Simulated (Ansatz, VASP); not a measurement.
**Two plane-wave programs on Tl**

```xyz
2
Lattice="-3.1472 3.1472 1.6828 3.1472 -3.1472 1.6828 3.1472 3.1472 -1.6828" Properties=species:S:1:pos:R:3 pbc="T T T"
Tl    0.0000   -1.5736   -0.4207
Tl    0.0000    1.5736    0.4207
```

Change from the starting cell: volume scaled by 1, PAW files.

Alike in both runs: task single point; functional PBE; k mesh 13 × 13 × 13; occupations fermi-dirac, width 0.08 eV; no spin polarisation.

|  | VASP | Ansatz |
| --- | --- | --- |
| version | VASP 6.6.1 | Ansatz 0.2.0 |
| potentials or method | VASP PAW PBE potentials, release 64 (Tl_d) | PAW with Ansatz's default frozen-core files, scalar-relativistic |
| plane-wave cutoff (eV) | 520 | 420 |
| valence electrons in the cell | 26 | 26 |

```csv
,VASP,Ansatz,Ansatz less VASP
pressure (GPa),0.0,0.0,+0.06
```

With one functional, cell and mesh, what is left measures potentials, basis and numerics.

Neither program's run includes spin-orbit coupling.
